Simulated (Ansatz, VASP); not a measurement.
## One calculation of Ga, two programs

```xyz
4
Lattice="2.3005 -3.8988 0.0000 2.3005 3.8988 0.0000 0.0000 0.0000 4.5167" Properties=species:S:1:pos:R:3 pbc="T T T"
Ga    2.3005    2.7097    0.3546
Ga    2.3005   -1.1891    1.9038
Ga    2.3005   -2.7097    4.1621
Ga    2.3005    1.1891    2.6129
```

Change from the starting cell: equal xx and yy strain of +2 %.

Alike in both runs: task single point; functional PBEsol; k mesh 9 × 9 × 8; occupations fermi-dirac, width 0.05 eV; no spin polarisation.

|  | VASP | Ansatz |
| --- | --- | --- |
| version | VASP 6.6.1 | Ansatz 0.2.0 |
| potentials or method | VASP PAW PBE potentials, release 64 (Ga_d), cutoff 520 eV | all-electron LAPW, scalar-relativistic |

Ansatz gave:

- pressure (GPa): -3.1
- traceless stress, the component that is largest in VASP (GPa): 0.27
- rms of the force components (eV/Å): 0.213

Problem. What did VASP give for the same quantities?

Solution. Pressure (GPa): -3.1; traceless stress, the component that is largest in VASP (GPa): 0.26; rms of the force components (eV/Å): 0.211.

VASP's potentials were made for PBE, not for PBEsol. Atom by atom the forces differ by 0.002 eV/Å (rms over components). Ansatz ran all-electron here, and VASP with PAW potentials.
